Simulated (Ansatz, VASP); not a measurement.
# SrO: VASP beside Ansatz

```xyz
2
Lattice="0.0000 2.5783 2.5783 2.5783 0.0000 2.5783 2.5783 2.5783 0.0000" Properties=species:S:1:pos:R:3 pbc="T T T"
Sr    0.0000    0.0000    0.0000
O     2.5783    2.5783    2.5783
```

Change from the starting cell: volume scaled by 1.01, crystal datasets.

Alike in both runs: task electric field gradients; functional PBE; k mesh 8 × 8 × 8; occupations fermi-dirac, width 0.02 eV; no spin polarisation.

|  | VASP | Ansatz |
| --- | --- | --- |
| version | VASP 6.6.1 | Ansatz 0.2.0 |
| potentials or method | VASP PAW PBE potentials, release 64 (Sr_sv, O), cutoff 520 eV | all-electron PAW with datasets made for the crystal, scalar-relativistic |

VASP gave:

| Quantity | Value |
| --- | --- |
| gap on the k mesh at the Fermi level (eV) | 3.27 |
| pressure (GPa) | 2.5 |

Problem. Which values does Ansatz return?

Solution. gap on the k mesh at the Fermi level (eV): 3.32; pressure (GPa): 2.0.

Ansatz ran all-electron here, and VASP with PAW potentials.
